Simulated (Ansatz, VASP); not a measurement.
## One calculation of GaP, two programs

```
Ga P
1.0
     0.00000    2.68842    2.68842
     2.68842    0.00000    2.68842
     2.68842    2.68842    0.00000
Ga P
1 1
Cartesian
  0.0000 0.0000 0.0000
  4.0326 4.0326 4.0326
```

Alike in both runs: task single point; functional r2SCANh; k mesh 4 × 4 × 4; occupations fermi-dirac, width 0.05 eV; no spin polarisation.

```csv
,VASP,Ansatz
version,VASP 6.6.1,Ansatz 0.2.0
potentials or method,"VASP PAW PBE potentials, release 64 (Ga_d, P)",Ansatz PAW
plane-wave cutoff (eV),520,500
valence electrons in the cell,18,18
```

VASP gave:

```
gap on the k mesh at the Fermi level (eV) : 2.31
least direct gap on the mesh (eV)         : 3.31
pressure (GPa)                            : 4.1
```

Problem. Which values does Ansatz return?

Solution. gap on the k mesh at the Fermi level (eV): 2.29; least direct gap on the mesh (eV): 3.31; pressure (GPa): 4.2.

VASP's potentials were made for PBE, not for r2SCANh. The functional is the same, so the differences come from potentials, cutoffs and numerics.

The k mesh is coarse, so the values compare programs but aren't converged.
